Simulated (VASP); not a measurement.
Write the native input for VASP 6.6.1 that does the following.

| Quantity | Value |
| --- | --- |
| Task | single point |
| Functional | LDA |
| Potentials or basis | VASP PAW LDA potentials, release 64 (Pb_d, Se) |
| Cutoff | 520 eV |
| k mesh | 14 × 14 × 14 |
| Occupations | fermi-dirac, width 0.05 eV |
| Spin | no spin polarisation |
| Dipole correction | no |
| Further INCAR settings | ALGO = Normal; EDIFF = 1e-06; NBANDS = 17 |

The structure of PbSe lies in POSCAR:

```
PbSe
1.0
    0.0000000000      2.9888002584      2.9888002584
    2.9888002584      0.0000000000      2.9888002584
    2.9888002584      2.9888002584      0.0000000000
Pb Se
1 1
Direct
    0.0000000000      0.0000000000      0.0000000000
    0.5000000000      0.5000000000      0.5000000000
```

The input as run:

INCAR

```
SYSTEM = PbSe
  PREC = Accurate
  ENCUT = 520
  EDIFF = 1E-6
  ISMEAR = -1
  SIGMA = 0.05
  LREAL = .False.
  LASPH = .True.
  NELM = 60
  ALGO = Normal
  ISIF = 2
  LWAVE = .False.
  LCHARG = .True.
  LELF = .True.
  LVHAR = .True.
  NBANDS = 17
```

KPOINTS

```
regular mesh
0
Gamma
  14 14 14
  0 0 0
```

Potentials or basis: VASP PAW LDA potentials, release 64 (Pb_d, Se).

Launch:

```console
$ cat potpaw_LDA.64/Pb_d/POTCAR potpaw_LDA.64/Se/POTCAR > POTCAR
$ mpirun -np 1 vasp_std > vasp.out
```

Results of the run:

The pressure is 2.1 GPa. The band gap on the k mesh is 0.10 eV, direct.

Caveat: spin-orbit coupling is left out, which moves the levels of the heavy elements.

Wall time 24 s on 1 thread of Intel(R) Xeon(R) 6975P-C (Granite Rapids), with other jobs on the host, peak memory 0.22 GiB.
